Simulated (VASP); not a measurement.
# C (P6/mmm) in VASP: notebook

Runs on C. Level: PBEsol. Tasks: single point, relaxation of cell and atoms.

Everything below comes from runs of VASP 6.6.1. Logs are shortened: lines on timing, memory, paths and dates and some standing lists are left out, and cuts for length are marked.

## (1) The cell of the first run

Symmetry: P6/mmm, No. 191, hexagonal system. The conventional cell has a = 2.001 Å, b = 2.001 Å, c = 1.579 Å, α = 90.00°, β = 90.00°, γ = 120.00°. Within 2.1 Å of C (site symmetry 6/mmm) lie 8 C at 1.58 to 2.00 Å.

## (2) Single point, PBEsol

INCAR

```
SYSTEM = C
  PREC = Accurate
  ENCUT = 520
  EDIFF = 1E-6
  ISMEAR = 0
  SIGMA = 0.1
  LREAL = .FALSE.
  LASPH = .TRUE.
  NELM = 100
  ALGO = Normal
  ISIF = 2
  LWAVE = .FALSE.
  LCHARG = .FALSE.
  GGA = PS
  NBANDS = 8
```

KPOINTS

```
Automatic mesh
0
G
  33 33 34
  0 0 0
```

POSCAR

```
C
1.0
    2.0012236905      0.0000000000      0.0000000000
   -1.0006118452      1.7331105547      0.0000000000
    0.0000000000      0.0000000000      1.5787796821
C
1
Direct
    0.0000000000      0.0000000000      0.0000000000
```

Potentials or basis: VASP PAW PBE potentials, release 64 (C).

Launch:

```console
cat potpaw_PBE.64/C/POTCAR > POTCAR
mpirun -np 1 vasp_std > vasp.out
```

OUTCAR:

```text
SYSTEM = C
   PREC = Accurate
   ENCUT = 520
   EDIFF = 1E-6
   ISMEAR = 0
   LREAL = .FALSE.
   LASPH = .TRUE.
   NELM = 100
   ISIF = 2
   GGA = PS

 ion  position               nearest neighbor table
   1  0.000  0.000  0.000-

  LATTYP: Found a hexagonal cell.
 ALAT       =     2.0012236905
 C/A-ratio  =     0.7889071520

  Lattice vectors:

 A1 = (   2.0012236905,   0.0000000000,   0.0000000000)
 A2 = (  -1.0006118452,   1.7331105547,   0.0000000000)
 A3 = (   0.0000000000,   0.0000000000,   1.5787796821)

Analysis of symmetry for initial positions (statically):
=====================================================================
 Subroutine PRICEL returns:
 Original cell was already a primitive cell.

 Routine SETGRP: Setting up the symmetry group for a
 hexagonal supercell.

 Subroutine GETGRP returns: Found 24 space group operations
 (whereof 24 operations were pure point group operations)
 out of a pool of 24 trial point group operations.

The static configuration has the point symmetry D_6h.

Analysis of symmetry for dynamics (positions and initial velocities):
=====================================================================
 Subroutine PRICEL returns:
 Original cell was already a primitive cell.

 Routine SETGRP: Setting up the symmetry group for a
 hexagonal supercell.

 Subroutine GETGRP returns: Found 24 space group operations
 (whereof 24 operations were pure point group operations)
 out of a pool of 24 trial point group operations.

The dynamic configuration has the point symmetry D_6h.

 Subroutine INISYM returns: Found 24 space group operations
 (whereof 24 operations are pure point group operations),
 and found     1 'primitive' translations

----------------------------------------------------------------------------------------

                                     Primitive cell

  volume of cell :       5.4757

  direct lattice vectors                    reciprocal lattice vectors
     2.001223690  0.000000000  0.000000000     0.499694264  0.288498618  0.000000000
    -1.000611845  1.733110555  0.000000000     0.000000000  0.576997236  0.000000000
     0.000000000  0.000000000  1.578779682     0.000000000  0.000000000  0.633400601

  length of vectors
     2.001223690  2.001223691  1.578779682     0.576997236  0.576997236  0.633400601

  position of ions in fractional coordinates (direct lattice)
     0.000000000  0.000000000  0.000000000

  ion indices of the primitive-cell ions
   primitive index   ion index
                 1           1

----------------------------------------------------------------------------------------

 KPOINTS: Automatic mesh

Automatic generation of k-mesh.
 Grid dimensions read from file:
 generate k-points for:   33   33   34

 Generating k-lattice:

  Cartesian coordinates                     Fractional coordinates (reciprocal lattice)
     0.015142250  0.008742382  0.000000000     0.030303030  0.000000000  0.000000000
     0.000000000  0.017484765  0.000000000     0.000000000  0.030303030  0.000000000
     0.000000000  0.000000000  0.018629429     0.000000000  0.000000000  0.029411765

  Length of vectors
     0.017484765  0.017484765  0.018629429

  Shift w.r.t. Gamma in fractional coordinates (k-lattice)
     0.000000000  0.000000000  0.000000000

 Subroutine IBZKPT returns following result:
 ===========================================

 Found   1944 irreducible k-points:

 Following reciprocal coordinates:
            Coordinates               Weight
  0.000000  0.000000  0.000000      1.000000
  0.030303  0.000000  0.000000      6.000000
  0.060606  0.000000  0.000000      6.000000
  0.090909  0.000000  0.000000      6.000000
  0.121212  0.000000  0.000000      6.000000
  0.151515  0.000000  0.000000      6.000000
[... 16 lines left out ...]
  0.181818  0.030303  0.000000     12.000000
  0.212121  0.030303  0.000000     12.000000
 [... further k-points ...]
   k-points           NKPTS =   1944   k-points in BZ     NKDIM =   1944   number of bands    NBANDS=      8
   number of dos      NEDOS =    301   number of ions     NIONS =      1
   total plane-waves  NPLWV =   3072
   dimension x,y,z NGX =    16 NGY =   16 NGZ =   12
   dimension x,y,z NGXF=    32 NGYF=   32 NGZF=   24
   ions per type =               1
   NGX,Y,Z   is equivalent  to a cutoff of  13.29, 13.29, 12.64 a.u.
   NGXF,Y,Z  is equivalent  to a cutoff of  26.58, 26.58, 25.27 a.u.
 SYSTEM =  C
   PREC   = accura    normal or accurate (medium, high low for compatibility)
   ISTART =      0    job   : 0-new  1-cont  2-samecut
   ICHARG =      2    charge: 1-file 2-atom 10-const
   ISPIN  =      1    spin polarized calculation?
   LNONCOLLINEAR =      F non collinear calculations
   LSORBIT =      F    spin-orbit coupling
   LASPH  =      T    aspherical Exc in radial PAW
   ENCUT  =  520.0 eV  38.22 Ry    6.18 a.u.   3.72  3.72  2.94*2*pi/ulx,y,z
   NELM   =    100;   NELMIN=  2; NELMDL= -5     # of ELM steps
   EDIFF  = 0.1E-05   stopping-criterion for ELM
   LREAL  =      F    real-space projection
   EDIFFG = 0.1E-04   stopping-criterion for IOM
   NSW    =      0    number of steps for IOM
   IBRION =     -1    ionic relax: 0-MD 1-quasi-New 2-CG
   NFREE  =      0    steps in history (QN), initial steepest desc. (CG)
   ISIF   =      2    stress and relaxation
   ISYM   =      2    0-nonsym 1-usesym 2-fastsym
   POTIM  = 0.5000    time-step for ionic-motion
   TEBEG  =    0.0;   TEEND  =   0.0 temperature during run
   PSTRESS=    0.0 pullay stress
   NELECT =       4.0000    total number of electrons
   NUPDOWN=      -1.0000    fix difference up-down
   EMIN   =  10.00;   EMAX   =-10.00  energy-range for DOS
   EFERMI =   0.00;   METHOD = LEGACY
   ISMEAR =     0;   SIGMA  =   0.10  broadening in eV -4-tet -1-fermi 0-gaus
   EFERMI_NEDOS =   21; number of points for ismear=-14 and -15
   IALGO  =     38    algorithm
   IMIX   =      4    mixing-type and parameters
     AMIX     =   0.40;   BMIX     =  1.00
     AMIX_MAG =   1.60;   BMIX_MAG =  1.00
  volume/ion in A,a.u.               =       5.48        36.95
  Fermi-wavevector in a.u.,A,eV,Ry     =   1.474394  2.786201 29.576875  2.173839
  Thomas-Fermi vector in A             =   2.589171
   LORBIT       =      0    0 simple, 1 ext, 2 COOP (PROOUT), +10 PAW based schemes
[... 43 lines left out ...]
  band No.  band energies     occupation
      1     -11.2497      2.00000
      2      18.0825      0.00000
      3      18.1847      0.00000
      4      27.9642      0.00000
      5      37.8036      0.00000
      6      40.2078      0.00000
      7      41.0300      0.00000
      8      46.5675      0.00000

 k-point     3 :       0.0606    0.0000    0.0000
  band No.  band energies     occupation
      1     -11.1352      2.00000
      2      17.6165      0.00000
      3      18.0204      0.00000
      4      28.0187      0.00000
      5      38.0129      0.00000
      6      38.9967      0.00000
      7      41.4447      0.00000
      8      48.4642      0.00000

 k-point     4 :       0.0909    0.0000    0.0000
  band No.  band energies     occupation
      1     -10.9446      2.00000
      2      16.8775      0.00000
      3      17.7603      0.00000
      4      28.1073      0.00000
      5      37.1549      0.00000
      6      38.9946      0.00000
      7      42.1191      0.00000
      8      50.7710      0.00000

 k-point     5 :       0.1212    0.0000    0.0000
  band No.  band energies     occupation
      1     -10.6778      2.00000
      2      15.9119      0.00000
      3      17.4256      0.00000
      4      28.2284      0.00000
      5      35.8259      0.00000
      6      39.7302      0.00000
      7      43.0323      0.00000
      8      51.7252      0.00000

 k-point     6 :       0.1515    0.0000    0.0000
  band No.  band energies     occupation
      1     -10.3352      2.00000
      2      14.7681      0.00000
      3      17.0384      0.00000
      4      28.3789      0.00000
      5      34.5812      0.00000
      6      40.6496      0.00000
      7      44.1602      0.00000
      8      51.8469      0.00000

 k-point     7 :       0.1818    0.0000    0.0000
  band No.  band energies     occupation
      1      -9.9169      2.00000
      2      13.4917      0.00000
      3      16.6205      0.00000
      4      28.5548      0.00000
      5      33.4635      0.00000
      6      41.6780      0.00000
      7      45.4782      0.00000
      8      52.0166      0.00000

 k-point     8 :       0.2121    0.0000    0.0000
  band No.  band energies     occupation
      1      -9.4232      2.00000
      2      12.1226      0.00000
      3      16.1916      0.00000
      4      28.7510      0.00000
      5      32.4764      0.00000
      6      42.7672      0.00000
      7      46.9628      0.00000
      8      52.2510      0.00000

 k-point     9 :       0.2424    0.0000    0.0000
  band No.  band energies     occupation
      1      -8.8546      2.00000
      2      10.6944      2.00000
      3      15.7685      0.00000
      4      28.9618      0.00000
      5      31.6150      0.00000
      6      43.8720      0.00000
      7      48.5917      0.00000
      8      52.5737      0.00000

 k-point    10 :       0.2727    0.0000    0.0000
  band No.  band energies     occupation
      1      -8.2116      2.00000
      2       9.2345      2.00000
      3      15.3652      0.00000
      4      29.1801      0.00000
      5      30.8715      0.00000
      6      44.9373      0.00000
      7      50.3430      0.00000
      8      53.0146      0.00000
[... 78 lines left out ...]
 k-point    18 :       0.0303    0.0303    0.0000
  band No.  band energies     occupation
      1     -11.1734      2.00000
      2      17.7758      0.00000
      3      18.0678      0.00000
      4      28.0005      0.00000
      5      38.0111      0.00000
      6      39.2458      0.00000
      7      41.3269      0.00000
      8      47.9014      0.00000

 k-point    19 :       0.0606    0.0303    0.0000
  band No.  band energies     occupation
      1     -11.0208      2.00000
      2      17.1880      0.00000
      3      17.8388      0.00000
      4      28.0719      0.00000
      5      37.8189      0.00000
      6      38.5452      0.00000
      7      41.9188      0.00000
      8      49.9191      0.00000

 k-point    20 :       0.0909    0.0303    0.0000
  band No.  band energies     occupation
      1     -10.7921      2.00000
      2      16.3537      0.00000
      3      17.5203      0.00000
      4      28.1770      0.00000
      5      36.5120      0.00000
      6      39.1360      0.00000
      7      42.7679      0.00000
      8      51.6881      0.00000

 k-point    21 :       0.1212    0.0303    0.0000
  band No.  band energies     occupation
      1     -10.4874      2.00000
      2      15.3159      0.00000
      3      17.1359      0.00000
      4      28.3128      0.00000
      5      35.2524      0.00000
      6      39.9359      0.00000
      7      43.8371      0.00000
      8      51.7920      0.00000

 k-point    22 :       0.1515    0.0303    0.0000
  band No.  band energies     occupation
      1     -10.1069      2.00000
      2      14.1196      0.00000
      3      16.7105      0.00000
      4      28.4760      0.00000
      5      34.1076      0.00000
      6      40.8778      0.00000
      7      45.0930      0.00000
      8      51.9384      0.00000

 k-point    23 :       0.1818    0.0303    0.0000
  band No.  band energies     occupation
      1      -9.6509      2.00000
      2      12.8073      0.00000
      3      16.2665      0.00000
      4      28.6622      0.00000
      5      33.0877      0.00000
      6      41.9210      0.00000
      7      46.5062      0.00000
      8      52.1428      0.00000

 k-point    24 :       0.2121    0.0303    0.0000
  band No.  band energies     occupation
      1      -9.1198      2.00000
      2      11.4160      0.00020
      3      15.8228      0.00000
      4      28.8658      0.00000
      5      32.1909      0.00000
      6      43.0231      0.00000
      7      48.0505      0.00000
      8      52.4282      0.00000

 [... further k-points ...]

------------------------ aborting loop because EDIFF is reached ----------------------------------------

  FORCE on cell =-STRESS in cart. coord.  units (eV):
  Direction    XX          YY          ZZ          XY          YZ          ZX
  --------------------------------------------------------------------------------------
  -------------------------------------------------------------------------------------
  Total        0.0160710      0.0160710      0.0418582      0.0000000      0.0000000      0.0000000
  in kB        4.7022966      4.7022966     12.2475170      0.0000000      0.0000000      0.0000000
  external PRESSURE =       7.2173700 kB  Pullay stress =       0.0000000 kB

 VOLUME and BASIS-vectors are now :
 -----------------------------------------------------------------------------
  energy-cutoff  :      520.00
  volume of cell :        5.48
      direct lattice vectors                 reciprocal lattice vectors
     2.001223690  0.000000000  0.000000000     0.499694264  0.288498618  0.000000000
    -1.000611845  1.733110555  0.000000000     0.000000000  0.576997236  0.000000000
     0.000000000  0.000000000  1.578779682     0.000000000  0.000000000  0.633400601

 POSITION                                       TOTAL-FORCE (eV/Angst)
 -----------------------------------------------------------------------------------
      0.00000      0.00000      0.00000         0.000000      0.000000      0.000000
 -----------------------------------------------------------------------------------
    total drift:                                0.000000     -0.000000      0.000000

  FREE ENERGIE OF THE ION-ELECTRON SYSTEM (eV)
  ---------------------------------------------------
  free  energy   TOTEN  =        -6.8855241530 eV

  energy  without entropy=       -6.8846373060  energy(sigma->0) =       -6.88508073
```

It took 50 s on 1 thread of AMD EPYC 7R43 (Zen 3), shared host; peak memory 0.14 GiB.

What came out:

```yaml
Free_energy: -6.8855 eV
Pressure: 0.7 GPa
Band_gap_on_the_k_mesh: zero (band 2 reaches 19.47 eV, above the bottom of band 3 at 2.93 eV)
```

Stress tensor (GPa, compression positive):
```
0.47 0.00 0.00
0.00 0.47 0.00
0.00 0.00 1.22
```

Caveat: the PAW data sets were made with another functional, which shifts forces and pressure a little.

## (3) Relaxation of cell and atoms, PBEsol

This run uses another cell than the first one, of 5.45 Å³/atom, 0.996 times its volume.

INCAR

```
ALGO     = Normal         # electronic algorithm
EDIFF    = 1E-6           # SCF threshold, eV
EDIFFG   = -0.01          # ionic threshold
ENCUT    = 600            # plane-wave cutoff, eV
GGA      = PS             # functional
IBRION   = 2              # ionic algorithm
ISIF     = 3              # what is computed and relaxed
ISMEAR   = 0              # smearing method
LASPH    = T              # aspherical terms in the spheres
LCHARG   = F              # write CHGCAR
LREAL    = F              # projectors in reciprocal space
LWAVE    = F              # write WAVECAR
NELM     = 100            # most SCF steps
NSW      = 100            # ionic steps
PREC     = Accurate       # precision mode
SIGMA    = 0.1            # smearing width, eV
```

KPOINTS

```
k-points
0
Gamma
  33 33 34
```

POSCAR

```
C
1.0
    1.9972779463      0.0000000000      0.0000000000
   -0.9986389731      1.7296934399      0.0000000000
    0.0000000000      0.0000000000      1.5787925111
C
1
Direct
    0.0000000000      0.0000000000      0.0000000000
```

Potentials or basis: VASP PAW PBE potentials, release 64 (C).

Launch:

```console
cat potpaw_PBE.64/C/POTCAR > POTCAR
mpirun -np 1 vasp_std > vasp.out
```

Run time: 2 min. Hardware: 1 thread of AMD EPYC 7R43 (Zen 3), shared host; peak memory 0.13 GiB.

Results (log left out):

- Free energy: -6.8867 eV
- Relaxed volume: 5.48 Å³/atom
- Relaxed cell: a = 2.001 Å, b = 2.001 Å, c = 1.579 Å, α = 90.00°, β = 90.00°, γ = 120.00°
- Space group after relaxing (to 0.05 Å): P6/mmm (No. 191)
- Energy gained by relaxing: 0.1 meV/atom
- Ionic steps: 5
- Pressure after relaxing: 0.0 GPa
- Band gap on the k mesh: zero (band 2 reaches 19.46 eV, above the bottom of band 3 at 2.92 eV)

Step by step:
```tsv
step	energy change (eV)	largest force (eV/Å)	pressure (GPa)	volume (Å³)
1	0.0000	0.0000	1.43	5.45
2	-0.0001	0.0000	-1.01	5.49
3	-0.0001	0.0000	-0.13	5.48
4	-0.0001	0.0000	0.20	5.48
5	-0.0001	0.0000	0.00	5.48
```

Final structure:
```xyz
1
Lattice="2.0014 0.0000 0.0000 -1.0007 1.7332 0.0000 0.0000 0.0000 1.5793" Properties=species:S:1:pos:R:3 pbc="T T T"
C     0.0000    0.0000    0.0000
```

Levels at points of the mesh, in eV from the Fermi level:
| k point | band 1 | band 2 | band 3 | band 4 | band 5 |
| --- | --- | --- | --- | --- | --- |
| (0.00, 0.00, 0.00) | -22.44 | 7.09 | 7.09 | 16.77 | 26.53 |
| (0.00, 0.00, 0.50) | -12.12 | -8.75 | 12.63 | 12.63 | 28.57 |

Caveat: the PAW data sets were made with another functional, which shifts forces and pressure a little.

## (4) Single point, PBEsol

This run uses another cell than the first one, of 12.84 Å³/atom, 2.345 times its volume.

INCAR

```
SYSTEM = C
ALGO     = Normal         ! electronic algorithm
EDIFF    = 1E-6           ! SCF threshold, eV
ENCUT    = 520            ! plane-wave cutoff, eV
GGA      = PS             ! functional
ISIF     = 2              ! what is computed and relaxed
ISMEAR   = 0              ! smearing method
LASPH    = .True.         ! aspherical terms in the spheres
LCHARG   = .False.        ! write CHGCAR
LREAL    = .False.        ! projectors in reciprocal space
LWAVE    = .False.        ! write WAVECAR
NBANDS   = 8              ! bands
NELM     = 80             ! most SCF steps
PREC     = Accurate       ! precision mode
SIGMA    = 0.02           ! smearing width, eV
```

KPOINTS

```
k-points
0
Gamma
  9 9 20
  0 0 0
```

POSCAR

```
C
1.0
    3.4005685925      0.0000000000      0.0000000000
   -1.7002842963      2.9449787884      0.0000000000
    0.0000000000      0.0000000000      1.2824212082
C
1
Direct
    0.0000000000      0.0000000000      0.0000000000
```

Launch:

```console
cat potpaw_PBE.64/C/POTCAR > POTCAR
mpirun -np 1 vasp_std > vasp.out
```

Run time: 9.7 s. Hardware: 1 thread of Intel Xeon Platinum 8488C (Sapphire Rapids), shared host; peak memory 0.12 GiB.

Results (log left out):

```yaml
Free_energy: -8.5540 eV
Pressure: 0.0 GPa
Band_gap_on_the_k_mesh: zero (band 2 reaches 10.36 eV, above the bottom of band 3 at -4.85 eV)
```

Stress tensor (GPa, compression positive):
```
-0.06  0.00  0.00
 0.00 -0.06  0.00
 0.00  0.00  0.03
```

Levels at points of the mesh, in eV from the Fermi level:
```tsv
k point	band 1	band 2	band 3	band 4	band 5	band 6
(0.00, 0.00, 0.00)	-16.58	-4.31	-4.31	5.12	12.85	12.85
(0.00, 0.00, 0.50)	-9.05	8.08	11.58	11.58	24.05	25.62
```

Caveat: the PAW data sets were made with another functional, which shifts forces and pressure a little.

## (5) Overview

```csv
task,cell,k mesh,cutoff (eV),smearing,gap on the mesh (eV),pressure (GPa)
single point,"a = 2.001, b = 2.001, c = 1.579 Å, angles 90.0, 90.0, 120.0°, 1 atom",33 × 33 × 34,520,gaussian 0.1 eV,none,0.7
relaxation of cell and atoms,"relaxed from a = 1.997, b = 1.997, c = 1.579 Å, angles 90.0, 90.0, 120.0°, 1 atom",33 × 33 × 34,600,gaussian 0.1 eV,none,0.0
single point,"a = 3.401, b = 3.401, c = 1.282 Å, angles 90.0, 90.0, 120.0°, 1 atom",9 × 9 × 20,520,gaussian 0.02 eV,none,0.0
```

Alike in all rows: level PBEsol; potentials or basis VASP PAW PBE potentials, release 64 (C); no spin polarisation.

Caveats: the PAW data sets were made with another functional, which shifts forces and pressure a little.

Absolute energies hang on the potentials; compare differences alone.
